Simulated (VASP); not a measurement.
# Te2Mo in VASP: further runs

Te2Mo is run at these levels: revPBE+D4, PBEsol, PBE; tasks: single point.

Everything below comes from runs of VASP 6.6.1. Logs are shortened: lines on timing, memory, paths and dates and some standing lists are left out, and cuts for length are marked.

## 1. The cell of the first run

The cell holds a slab with vacuum, 12 atoms: a = 3.488 Å, b = 3.488 Å, c = 36.713 Å, α = 90.00°, β = 90.00°, γ = 120.00°.

## 2. Single point, revPBE+D4

Input file INCAR:

```
PREC = Accurate ; ENCUT = 520
EDIFF = 1E-6 ; ISMEAR = -1
SIGMA = 0.05 ; LREAL = F
LASPH = T ; NELM = 80
ALGO = Normal ; ISIF = 2
LWAVE = F ; LCHARG = F
GGA = RE ; IVDW = 13
NBANDS = 64
```

Input file KPOINTS:

```
Automatic mesh
0
Gamma
  9 9 1
```

Input file POSCAR:

```
Te2Mo
1.0
    3.4883553815      0.0000000000      0.0000000000
   -1.7441776908      3.0210043778      0.0000000000
    0.0000000000      0.0000000000     36.7127326373
Te Mo
8 4
Direct
    0.3333333333      0.6666666667      0.3262119146
    0.3333333333      0.6666666667      0.9573338745
    0.6666666667      0.3333333333      0.1417470432
    0.6666666667      0.3333333333      0.7729462458
    0.6666666667      0.3333333333      0.0426661255
    0.6666666667      0.3333333333      0.6737880854
    0.3333333333      0.6666666667      0.2270537542
    0.3333333333      0.6666666667      0.8582529568
    0.6666666667      0.3333333333      0.2766478115
    0.6666666667      0.3333333333      0.9077911437
    0.3333333333      0.6666666667      0.0922088563
    0.3333333333      0.6666666667      0.7233521885
```

Potentials or basis: VASP PAW PBE potentials, release 64 (Te, Mo_sv).

Run with:

```
$ cat potpaw_PBE.64/Te/POTCAR potpaw_PBE.64/Mo_sv/POTCAR > POTCAR
$ mpirun -np 1 vasp_std > vasp.out
```

OUTCAR:

```text
PREC = Accurate
   ENCUT = 520
   EDIFF = 1E-6
   ISMEAR = -1
   LREAL = F
   LASPH = T
   NELM = 80
   ISIF = 2
   GGA = RE
   IVDW = 13

 ion  position               nearest neighbor table
   1  0.333  0.667  0.326-   9 2.71   9 2.71   9 2.71   7 3.64
   2  0.333  0.667  0.957-  10 2.71  10 2.71  10 2.71   8 3.64
   3  0.667  0.333  0.142-  11 2.71  11 2.71  11 2.71   5 3.64
   4  0.667  0.333  0.773-  12 2.72  12 2.72  12 2.72   6 3.64
   5  0.667  0.333  0.043-  11 2.71  11 2.71  11 2.71   3 3.64
   6  0.667  0.333  0.674-  12 2.71  12 2.71  12 2.71   4 3.64
   7  0.333  0.667  0.227-   9 2.72   9 2.72   9 2.72   1 3.64
   8  0.333  0.667  0.858-  10 2.71  10 2.71  10 2.71   2 3.64
   9  0.667  0.333  0.277-   1 2.71   1 2.71   1 2.71   7 2.72   7 2.72   7 2.72
  10  0.667  0.333  0.908-   8 2.71   8 2.71   8 2.71   2 2.71   2 2.71   2 2.71
  11  0.333  0.667  0.092-   3 2.71   3 2.71   3 2.71   5 2.71   5 2.71   5 2.71
  12  0.333  0.667  0.723-   6 2.71   6 2.71   6 2.71   4 2.72   4 2.72   4 2.72

  LATTYP: Found a hexagonal cell.
 ALAT       =     3.4883553815
 C/A-ratio  =    10.5243671078

  Lattice vectors:

 A1 = (   3.4883553815,   0.0000000000,   0.0000000000)
 A2 = (  -1.7441776908,   3.0210043778,   0.0000000000)
 A3 = (   0.0000000000,   0.0000000000,  36.7127326373)

Analysis of symmetry for initial positions (statically):
=====================================================================
 Subroutine PRICEL returns:
 Original cell was already a primitive cell.

 Routine SETGRP: Setting up the symmetry group for a
 hexagonal supercell.

 Subroutine GETGRP returns: Found 12 space group operations
 (whereof 12 operations were pure point group operations)
 out of a pool of 24 trial point group operations.

The static configuration has the point symmetry D_3d.

Analysis of symmetry for dynamics (positions and initial velocities):
=====================================================================
 Subroutine PRICEL returns:
 Original cell was already a primitive cell.

 Routine SETGRP: Setting up the symmetry group for a
 hexagonal supercell.

 Subroutine GETGRP returns: Found 12 space group operations
 (whereof 12 operations were pure point group operations)
 out of a pool of 24 trial point group operations.

The dynamic configuration has the point symmetry D_3d.

 Subroutine INISYM returns: Found 12 space group operations
 (whereof 12 operations are pure point group operations),
 and found     1 'primitive' translations

----------------------------------------------------------------------------------------

                                     Primitive cell

  volume of cell :     386.8911

  direct lattice vectors                    reciprocal lattice vectors
     3.488355381  0.000000000  0.000000000     0.286668040  0.165507870  0.000000000
    -1.744177691  3.021004378  0.000000000     0.000000000  0.331015740  0.000000000
     0.000000000  0.000000000 36.712732637     0.000000000  0.000000000  0.027238506

  length of vectors
     3.488355381  3.488355382 36.712732637     0.331015740  0.331015740  0.027238506

  position of ions in fractional coordinates (direct lattice)
     0.333333333  0.666666667  0.326211915
     0.333333333  0.666666667  0.957333875
     0.666666667  0.333333333  0.141747043
     0.666666667  0.333333333  0.772946246
     0.666666667  0.333333333  0.042666125
     0.666666667  0.333333333  0.673788085
     0.333333333  0.666666667  0.227053754
     0.333333333  0.666666667  0.858252957
     0.666666667  0.333333333  0.276647811
     0.666666667  0.333333333  0.907791144
     0.333333333  0.666666667  0.092208856
     0.333333333  0.666666667  0.723352189

  ion indices of the primitive-cell ions
   primitive index   ion index
                 1           1
                 2           2
                 3           3
                 4           4
                 5           5
                 6           6
                 7           7
                 8           8
                 9           9
                10          10
                11          11
                12          12

----------------------------------------------------------------------------------------

 KPOINTS: Automatic mesh

Automatic generation of k-mesh.
 Grid dimensions read from file:
 generate k-points for:    9    9    1

 Generating k-lattice:

  Cartesian coordinates                     Fractional coordinates (reciprocal lattice)
     0.031852004  0.018389763  0.000000000     0.111111111  0.000000000  0.000000000
     0.000000000  0.036779527  0.000000000     0.000000000  0.111111111  0.000000000
     0.000000000  0.000000000  0.027238506     0.000000000  0.000000000  1.000000000

  Length of vectors
     0.036779527  0.036779527  0.027238506

  Shift w.r.t. Gamma in fractional coordinates (k-lattice)
     0.000000000  0.000000000  0.000000000

 Subroutine IBZKPT returns following result:
 ===========================================

 Found     12 irreducible k-points:

 Following reciprocal coordinates:
            Coordinates               Weight
  0.000000  0.000000  0.000000      1.000000
  0.111111  0.000000  0.000000      6.000000
  0.222222  0.000000  0.000000      6.000000
  0.333333  0.000000  0.000000      6.000000
  0.444444  0.000000  0.000000      6.000000
  0.111111  0.111111  0.000000      6.000000
  0.222222  0.111111  0.000000     12.000000
  0.333333  0.111111  0.000000     12.000000
  0.444444  0.111111  0.000000      6.000000
  0.222222  0.222222  0.000000      6.000000
  0.333333  0.222222  0.000000     12.000000
  0.333333  0.333333  0.000000      2.000000
   k-points           NKPTS =     12   k-points in BZ     NKDIM =     12   number of bands    NBANDS=     64
   number of dos      NEDOS =    301   number of ions     NIONS =     12
   total plane-waves  NPLWV = 219520
   dimension x,y,z NGX =    28 NGY =   28 NGZ =  280
   dimension x,y,z NGXF=    56 NGYF=   56 NGZF=  560
   ions per type =               8   4
   NGX,Y,Z   is equivalent  to a cutoff of  13.34, 13.34, 12.68 a.u.
   NGXF,Y,Z  is equivalent  to a cutoff of  26.69, 26.69, 25.36 a.u.
 SYSTEM =  unknown system
   PREC   = accura    normal or accurate (medium, high low for compatibility)
   ISTART =      0    job   : 0-new  1-cont  2-samecut
   ICHARG =      2    charge: 1-file 2-atom 10-const
   ISPIN  =      1    spin polarized calculation?
   LNONCOLLINEAR =      F non collinear calculations
   LSORBIT =      F    spin-orbit coupling
   LASPH  =      T    aspherical Exc in radial PAW
   ENCUT  =  520.0 eV  38.22 Ry    6.18 a.u.   6.49  6.49 68.26*2*pi/ulx,y,z
   NELM   =     80;   NELMIN=  2; NELMDL= -5     # of ELM steps
   EDIFF  = 0.1E-05   stopping-criterion for ELM
   LREAL  =      F    real-space projection
   EDIFFG = 0.1E-04   stopping-criterion for IOM
   NSW    =      0    number of steps for IOM
   IBRION =     -1    ionic relax: 0-MD 1-quasi-New 2-CG
   NFREE  =      0    steps in history (QN), initial steepest desc. (CG)
   ISIF   =      2    stress and relaxation
   ISYM   =      2    0-nonsym 1-usesym 2-fastsym
   POTIM  = 0.5000    time-step for ionic-motion
   TEBEG  =    0.0;   TEEND  =   0.0 temperature during run
   PSTRESS=    0.0 pullay stress
   NELECT =     104.0000    total number of electrons
   NUPDOWN=      -1.0000    fix difference up-down
   EMIN   =  10.00;   EMAX   =-10.00  energy-range for DOS
   EFERMI =   0.00;   METHOD = LEGACY
   ISMEAR =    -1;   SIGMA  =   0.05  broadening in eV -4-tet -1-fermi 0-gaus
   EFERMI_NEDOS =   21; number of points for ismear=-14 and -15
   IALGO  =     38    algorithm
   IMIX   =      4    mixing-type and parameters
     AMIX     =   0.40;   BMIX     =  1.00
     AMIX_MAG =   1.60;   BMIX_MAG =  1.00
  volume/ion in A,a.u.               =      32.24       217.57
  Fermi-wavevector in a.u.,A,eV,Ry     =   1.056549  1.996588 15.188129  1.116296
  Thomas-Fermi vector in A             =   2.191789
   LORBIT       =      0    0 simple, 1 ext, 2 COOP (PROOUT), +10 PAW based schemes
   GGA     = RE    functional components
   LHFCALC =     F    Hartree Fock is set to
   AEXX    =    0.0000 exact exchange contribution
   IVDW    =    13    specifies the selected vdW correction
   LEPSILON=     F    determine dielectric tensor
   LRPA    =     F    only Hartree local field effects (RPA)
 non-spin polarized calculation
  energy-cutoff  :      520.00
  volume of cell :      386.89
 maximum number of plane-waves:     10541
 NGX is ok and might be reduce to    28
   NGX = 13   NGY = 13   NGZ =137

 number of electron     103.9999998 magnetization

 Free energy of the ion-electron system (eV)
  ---------------------------------------------------
  ext. energy  EPLUGINS =         0.00000000
  ---------------------------------------------------
  free energy    TOTEN  =       -67.28247507 eV

  energy without entropy =      -67.28234007  energy(sigma->0) =      -67.28240757

 E-fermi :   5.7698     XC(G=0):  -8.2202

 val. band max:        5.4367219744   @ k =   0.0000   0.0000   0.0000
 cond. band min:       6.1266808031   @ k =   0.2222   0.2222   0.0000
 fundamental gap:      0.6899588287
 Fermi energy:         5.7698384991

 k-point     1 :       0.0000    0.0000    0.0000
  band No.  band energies     occupation
      1     -55.4611      2.00000
      2     -55.4611      2.00000
      3     -55.4604      2.00000
      4     -55.4603      2.00000
      5     -29.6426      2.00000
      6     -29.6426      2.00000
[... 56 lines left out ...]
     63       8.6663      0.00000
     64       8.6663      0.00000

 k-point     2 :       0.1111    0.0000    0.0000
  band No.  band energies     occupation
      1     -55.4598      2.00000
      2     -55.4598      2.00000
      3     -55.4591      2.00000
      4     -55.4591      2.00000
      5     -29.6389      2.00000
      6     -29.6389      2.00000
[... 726 lines left out ...]
     63       7.7805      0.00000
     64       7.7805      0.00000

------------------------ aborting loop because EDIFF is reached ----------------------------------------

  DFT-D4 for vdW energy calculation

  Edisp (eV):  -10.57944

  FORCE on cell =-STRESS in cart. coord.  units (eV):
  Direction    XX          YY          ZZ          XY          YZ          ZX
  --------------------------------------------------------------------------------------
  -------------------------------------------------------------------------------------
  Total      -0.11133    -0.11133    -0.00178     0.00000     0.00000    -0.00000
  in kB      -0.46102    -0.46102    -0.00738     0.00000     0.00000    -0.00000
  external pressure =       -0.31 kB  Pullay stress =        0.00 kB

 VOLUME and BASIS-vectors are now :
 -----------------------------------------------------------------------------
  energy-cutoff  :      520.00
  volume of cell :      386.89
      direct lattice vectors                 reciprocal lattice vectors
     3.488355381  0.000000000  0.000000000     0.286668040  0.165507870  0.000000000
    -1.744177691  3.021004378  0.000000000     0.000000000  0.331015740  0.000000000
     0.000000000  0.000000000 36.712732637     0.000000000  0.000000000  0.027238506

 POSITION                                       TOTAL-FORCE (eV/Angst)
 -----------------------------------------------------------------------------------
     -0.00000      2.01400     11.97613        -0.000000      0.000000      0.003908
     -0.00000      2.01400     35.14634        -0.000000      0.000000      0.001907
      1.74418      1.00700      5.20392         0.000000      0.000000      0.002973
      1.74418      1.00700     28.37697        -0.000000     -0.000000     -0.003412
      1.74418      1.00700      1.56639        -0.000000      0.000000     -0.001907
      1.74418      1.00700     24.73660         0.000000     -0.000000     -0.003908
     -0.00000      2.01400      8.33576        -0.000000      0.000000      0.003412
     -0.00000      2.01400     31.50881         0.000000     -0.000000     -0.002973
      1.74418      1.00700     10.15650        -0.000000      0.000000      0.006405
      1.74418      1.00700     33.32749         0.000000     -0.000000     -0.000779
     -0.00000      2.01400      3.38524         0.000000      0.000000      0.000779
     -0.00000      2.01400     26.55624         0.000000     -0.000000     -0.006405
 -----------------------------------------------------------------------------------
    total drift:                                0.000000     -0.000000      0.000000

  FREE ENERGIE OF THE ION-ELECTRON SYSTEM (eV)
  ---------------------------------------------------
  free  energy   TOTEN  =       -77.8619117551 eV

  energy  without entropy=      -77.8617767523  energy(sigma->0) =      -77.86184425
```

It took 9.3 min on 1 thread of Intel Xeon Platinum 8488C (Sapphire Rapids), shared host; peak memory 0.59 GiB.

What came out:

| Item | Value |
| --- | --- |
| Free energy | -77.8619 eV |
| Largest force | 0.006 eV/Å |
| Band gap on the k mesh | 0.69 eV, indirect (least direct gap 1.12 eV) |
| Dispersion energy per atom | -0.882 eV |

Forces on the atoms (eV/Å):
```
Te   0.000  0.000  0.004
Te   0.000  0.000  0.002
Te   0.000  0.000  0.003
Te   0.000  0.000 -0.003
Te   0.000  0.000 -0.002
Te   0.000  0.000 -0.004
Te   0.000  0.000  0.003
Te   0.000  0.000 -0.003
Mo   0.000  0.000  0.006
Mo   0.000  0.000 -0.001
Mo   0.000  0.000  0.001
Mo   0.000  0.000 -0.006
```

Levels at points of the mesh, in eV from the valence-band top:
| k point | band 50 | band 51 | band 52 | band 53 | band 54 | band 55 |
| --- | --- | --- | --- | --- | --- | --- |
| (0.00, 0.00, 0.00) | -0.05 | -0.02 | 0.00 | 2.84 | 2.84 | 2.87 |

Caveat: the PAW data sets were made with another functional, which shifts forces and pressure a little; spin-orbit coupling is left out, which moves the levels of the heavy elements.

## 3. Single point, PBEsol

This run uses another cell than the first one, of 33.03 Å³/atom, 1.024 times its volume.

Input file INCAR:

```
PREC     = Accurate       # precision mode
ENCUT    = 520            # plane-wave cutoff, eV
EDIFF    = 1E-6           # SCF threshold, eV
ISMEAR   = -1             # smearing method
SIGMA    = 0.05           # smearing width, eV
LREAL    = False          # projectors in reciprocal space
LASPH    = True           # aspherical terms in the spheres
NELM     = 80             # most SCF steps
ALGO     = Normal         # electronic algorithm
ISIF     = 2              # what is computed and relaxed
LWAVE    = False          # write WAVECAR
LCHARG   = False          # write CHGCAR
GGA      = PS             # functional
NBANDS   = 64             # bands
```

Input file KPOINTS:

```
regular mesh
0
Gamma
  9 9 1
```

Input file POSCAR:

```
Te2Mo
1.0
    3.4931336703      0.0000000000      0.0000000000
   -1.7465668351      3.0251424973      0.0000000000
    0.0000000000      0.0000000000     37.5031807828
Te Mo
8 4
Direct
    0.3333333333      0.6666666667      0.3281224320
    0.3333333333      0.6666666667      0.9546730596
    0.6666666667      0.3333333333      0.1416138539
    0.6666666667      0.3333333333      0.7680825051
    0.6666666667      0.3333333333      0.0453269404
    0.6666666667      0.3333333333      0.6718775680
    0.3333333333      0.6666666667      0.2319174949
    0.3333333333      0.6666666667      0.8583861461
    0.6666666667      0.3333333333      0.2800795437
    0.6666666667      0.3333333333      0.9065301561
    0.3333333333      0.6666666667      0.0934698439
    0.3333333333      0.6666666667      0.7199204563
```

Potentials or basis: VASP PAW PBE potentials, release 64 (Te, Mo_sv).

Run with:

```
$ cat potpaw_PBE.64/Te/POTCAR potpaw_PBE.64/Mo_sv/POTCAR > POTCAR
$ mpirun -np 1 vasp_std > vasp.out
```

It took 8.7 min on 1 thread of Intel Xeon Platinum 8488C (Sapphire Rapids), shared host; peak memory 0.63 GiB.

Results (log left out):

| Quantity | Value |
| --- | --- |
| Free energy | -78.7091 eV |
| Largest force | 0.036 eV/Å |
| Band gap on the k mesh | 0.88 eV, indirect (least direct gap 1.12 eV) |

Forces in eV/Å, atoms in the order of the input:
```
Te   0.000  0.000  0.030
Te   0.000  0.000  0.034
Te   0.000  0.000  0.032
Te   0.000  0.000  0.036
Te   0.000  0.000 -0.034
Te   0.000  0.000 -0.030
Te   0.000  0.000 -0.036
Te   0.000  0.000 -0.032
Mo   0.000  0.000  0.005
Mo   0.000  0.000  0.000
Mo   0.000  0.000  0.000
Mo   0.000  0.000 -0.005
```

Levels at points of the mesh, in eV from the valence-band top:
```csv
k point,band 49,band 50,band 51,band 52,band 53,band 54,band 55,band 56
"(0.00, 0.00, 0.00)",-0.90,-0.20,-0.06,0.00,3.07,3.07,3.10,3.10
```

Caveat: the PAW data sets were made with another functional, which shifts forces and pressure a little; spin-orbit coupling is left out, which moves the levels of the heavy elements.

## 4. Single point, PBE

This run uses another cell than the first one, of 36.51 Å³/atom, 1.132 times its volume.

Input file INCAR:

```
PREC = Accurate
ENCUT = 520
EDIFF = 1E-7
ISMEAR = -1
SIGMA = 0.05
LREAL = False
LASPH = True
NELM = 80
ALGO = Normal
ISIF = 2
LWAVE = False
LCHARG = False
GGA = PE
NBANDS = 64
```

Input file KPOINTS:

```
Automatic mesh
0
Gamma
  9 9 1
```

Input file POSCAR:

```
Te2Mo
1.0
    3.5561524150      0.0000000000      0.0000000000
   -1.7780762075      3.0797183311      0.0000000000
    0.0000000000      0.0000000000     40.0028745739
Te Mo
8 4
Direct
    0.3333333333      0.6666666667      0.3322686378
    0.3333333333      0.6666666667      0.9495703981
    0.6666666667      0.3333333333      0.1408358909
    0.6666666667      0.3333333333      0.7581174409
    0.6666666667      0.3333333333      0.0504296019
    0.6666666667      0.3333333333      0.6677313622
    0.3333333333      0.6666666667      0.2418825591
    0.3333333333      0.6666666667      0.8591641091
    0.6666666667      0.3333333333      0.2870905805
    0.6666666667      0.3333333333      0.9043668337
    0.3333333333      0.6666666667      0.0956331663
    0.3333333333      0.6666666667      0.7129094195
```

Run with:

```
$ cat potpaw_PBE.64/Te/POTCAR potpaw_PBE.64/Mo_sv/POTCAR > POTCAR
$ mpirun -np 1 vasp_std > vasp.out
```

Run time: 17 min. Hardware: 1 thread of Intel Xeon 6975P-C, shared host; peak memory 0.68 GiB.

The run converged. Its results:

```yaml
Free_energy: -72.1374 eV
Largest_force: 0.014 eV/Å
Band_gap_on_the_k_mesh: 1.04 eV, direct
```

Forces on the atoms (eV/Å):
```
Te   0.000  0.000  0.014
Te   0.000  0.000  0.013
Te   0.000  0.000  0.013
Te   0.000  0.000  0.014
Te   0.000  0.000 -0.013
Te   0.000  0.000 -0.014
Te   0.000  0.000 -0.014
Te   0.000  0.000 -0.013
Mo   0.000  0.000  0.000
Mo   0.000  0.000  0.000
Mo   0.000  0.000  0.000
Mo   0.000  0.000  0.000
```

Levels at points of the mesh, in eV from the valence-band top:
```tsv
k point	band 48	band 49	band 50	band 51	band 52	band 53	band 54	band 55	band 56	band 57
(0.00, 0.00, 0.00)	-0.90	-0.66	-0.42	-0.25	-0.15	2.99	2.99	3.00	3.00	3.01
```

Caveat: spin-orbit coupling is left out, which moves the levels of the heavy elements.

## 5. The runs side by side

| level | cell | gap on the mesh (eV) | largest force (eV/Å) |
| --- | --- | --- | --- |
| revPBE+D4 | a = 3.488, b = 3.488, c = 36.713 Å, angles 90.0, 90.0, 120.0°, 12 atoms | 0.69 | 0.01 |
| PBEsol | a = 3.493, b = 3.493, c = 37.503 Å, angles 90.0, 90.0, 120.0°, 12 atoms | 0.88 | 0.04 |
| PBE | a = 3.556, b = 3.556, c = 40.003 Å, angles 90.0, 90.0, 120.0°, 12 atoms | 1.04 | 0.01 |

Alike in all rows: task single point; potentials or basis VASP PAW PBE potentials, release 64 (Te, Mo_sv); no spin polarisation; k mesh 9 × 9 × 1; cutoff (eV) 520; smearing fermi-dirac 0.05 eV.

Caveats: spin-orbit coupling is left out, which moves the levels of the heavy elements; the PAW data sets were made with another functional, which shifts forces and pressure a little (some runs).

Absolute energies hang on the potentials; compare differences alone.
